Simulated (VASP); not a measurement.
The system is MgAuC4N4.

```
Mg C Au N
1.0
     5.95537    0.00000    0.00000
     0.00000    5.95537    0.00000
     0.00000    0.00000    5.95537
Mg C Au N
1 4 1 4
Direct
  0.00000 0.00000 0.00000
  0.19195 0.19195 0.19195
  0.19195 0.80805 0.80805
  0.80805 0.19195 0.80805
  0.80805 0.80805 0.19195
  0.50000 0.50000 0.50000
  0.30538 0.30538 0.30538
  0.30538 0.69462 0.69462
  0.69462 0.30538 0.69462
  0.69462 0.69462 0.30538
```

Base run:

* Program: VASP 6.6.1
* Functional: PBE
* Potentials or basis: VASP PAW PBE potentials, release 64 (Mg, C, Au, N)
* Cutoff: 520 eV
* k mesh: 4 × 4 × 4
* Occupations: gaussian, width 0.1 eV
* Spin: no spin polarisation

Its results: band gap on the k mesh zero (an odd number of electrons rules out a gap without spin polarisation); pressure 8.2 GPa; largest force 1.912 eV/Å.

Q: The run is repeated on the same cell with these changes: spin from no spin polarisation to collinear spin; further incar settings from ALGO = Normal; EDIFF = 1e-06; NBANDS = 36 to ALGO = Normal; EDIFF = 1e-06; NBANDS = 40. What comes out?

A: Band gap on the k mesh zero (filled and empty bands overlap); pressure 8.2 GPa; net moment 1.00 μB per cell; site moments Mg +0.00; C +0.03; Au +0.51; N +0.05 μB; largest force 1.953 eV/Å.

Caveats: the cell stands under pressure; spin-orbit coupling is left out, which moves the levels of the heavy elements; forces of over 1 eV/Å act on the atoms, so gaps and moduli don't describe the material at rest.
